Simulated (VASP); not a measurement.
Here is a VASP 6.6.1 calculation.

File INCAR:

```
PREC = Accurate ; ENCUT = 520
EDIFF = 1E-8 ; ISMEAR = 0
SIGMA = 0.01 ; LREAL = F
LASPH = T ; NELM = 60
ALGO = Normal ; ISIF = 2
LWAVE = F ; LCHARG = F
GGA = PS ; NBANDS = 11
IBRION = 8 ; NSW = 1
LEPSILON = T
```

KPOINTS

```
Automatic mesh
0
Gamma
  12 12 12
```

Contents of POSCAR:

```
BN
1.0
    2.4727482881      0.0016106941     -0.2228216918
   -1.2277367715      2.1464304607      0.2227889015
   -0.9889783131     -0.8615683976      2.8506921235
B N
1 1
Direct
    0.9929833000      0.9923961936     -0.0032345063
    0.6551657000      0.3234878064      0.9900395063
```

Potentials or basis: VASP PAW PBE potentials, release 64 (B, N).

Command:

```sh
$ cat potpaw_PBE.64/B/POTCAR potpaw_PBE.64/N/POTCAR > POTCAR
$ mpirun -np 1 vasp_std > vasp.out
```

Task: What does it give for the electronic dielectric tensor (diagonal)?

Result: 5.41, 5.42, 3.71.

Task: Estimate the Born charges (mean of the diagonal).

Result: B +2.15; N -2.15 e.

Task: Predict the highest phonon frequency at Γ, LO-TO splitting left out.

Result: 1409 cm⁻¹.

Phonon frequencies in cm⁻¹ (negative: imaginary):
```tsv
q point	frequencies
(0.000, 0.000, 0.000)	-1 0 0 679 1409 1409
```

Caveat: the cell stands under pressure or tension, which shifts response properties.
